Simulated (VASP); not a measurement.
A run of VASP 6.6.1 is set up as follows.

The input INCAR:

```
SYSTEM = Y3W
PREC = Accurate
ENCUT = 500
EDIFF = 1E-6
ISMEAR = 0
SIGMA = 0.1
LREAL = .False.
LASPH = .True.
NELM = 120
ALGO = Normal
ISIF = 2
LWAVE = .False.
LCHARG = .True.
GGA = PE
LELF = .True.
LVHAR = .True.
NBANDS = 57
GGA_COMPAT = .False.
```

File KPOINTS:

```
regular mesh
0
Gamma
  4 4 4
  0 0 0
```

File POSCAR:

```
Y3W
1.0
    5.8412874780      0.0000000000      0.0000000000
    0.0000000000      5.8412874780      0.0000000000
    0.0000000000      0.0000000000      5.8412874780
Y W
6 2
Direct
    0.0000000000      0.5000000000      0.2500000000
    0.0000000000      0.5000000000      0.7500000000
    0.2500000000      0.0000000000      0.5000000000
    0.7500000000      0.0000000000      0.5000000000
    0.5000000000      0.7500000000      0.0000000000
    0.5000000000      0.2500000000      0.0000000000
    0.0000000000      0.0000000000      0.0000000000
    0.5000000000      0.5000000000      0.5000000000
```

Potentials or basis: VASP PAW PBE potentials, release 64 (Y_sv, W_sv).

Command:

```console
$ cat potpaw_PBE.64/Y_sv/POTCAR potpaw_PBE.64/W_sv/POTCAR > POTCAR
$ mpirun -np 1 vasp_std > vasp.out
```

**Question.** What does it give for the pressure?

**Answer.** 2.8 GPa.

**Question.** Estimate the band gap on the k mesh.

**Answer.** Zero (band 47 reaches 4.85 eV, above the bottom of band 48 at 4.50 eV).

Caveat: spin-orbit coupling is left out, which moves the levels of the heavy elements.
